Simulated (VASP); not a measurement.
# BaTiO3: single point with PBE

Crystal: BaTiO3.

```xyz
5
Lattice="2.8831 1.6646 2.3632 -2.8831 1.6646 2.3632 0.0000 -3.3291 2.3632" Properties=species:S:1:pos:R:3 pbc="T T T"
Ba    0.0000    0.0000   -0.0414
Ti    0.0000    0.0000    3.3963
O     0.0000    1.6225    2.4768
O    -1.4052   -0.8113    2.4768
O     1.4052   -0.8113    2.4768
```

```
Program             : VASP 6.6.1
Task                : single point
Functional          : PBE
Potentials or basis : VASP PAW PBE potentials, release 64 (Ba_sv, Ti_sv, O_h)
Cutoff              : 910 eV
k mesh              : 8 × 8 × 8
Occupations         : fermi-dirac, width 0.02 eV
Spin                : no spin polarisation
```

| Property | Result |
| --- | --- |
| Pressure | -0.5 GPa |
| Largest force | 0.055 eV/Å |
| Band gap on the k mesh | 2.66 eV (least direct gap 3.17 eV) |

Forces on the atoms (eV/Å):
```
Ba   0.000  0.000  0.040
Ti   0.000  0.000  0.055
O    0.000  0.015 -0.031
O   -0.013 -0.007 -0.031
O    0.013 -0.007 -0.031
```

Stress tensor (GPa, compression positive):
```
-0.81  0.00  0.00
 0.00 -0.81  0.00
 0.00  0.00  0.23
```

Levels at points of the mesh, in eV from the valence-band top:
```csv
k point,band 18,band 19,band 20,band 21,band 22,band 23
"(0.00, 0.00, 0.00)",-0.73,-0.61,-0.61,2.67,2.67,2.84
"(0.50, 0.00, 0.00)",-1.48,-1.07,-0.91,2.82,3.71,3.88
"(0.50, 0.50, 0.00)",-0.92,-0.85,-0.09,3.79,3.83,4.12
"(0.50, 0.50, 0.50)",-0.05,-0.05,0.00,4.10,4.36,4.36
```

It took 2.5 min on 1 thread of AMD EPYC 9R45 96-Core Processor (Zen 5) (shared host), peak memory 0.41 GiB.

Caveat: spin-orbit coupling is left out, which moves the levels of the heavy elements. A k mesh can miss the band edges.
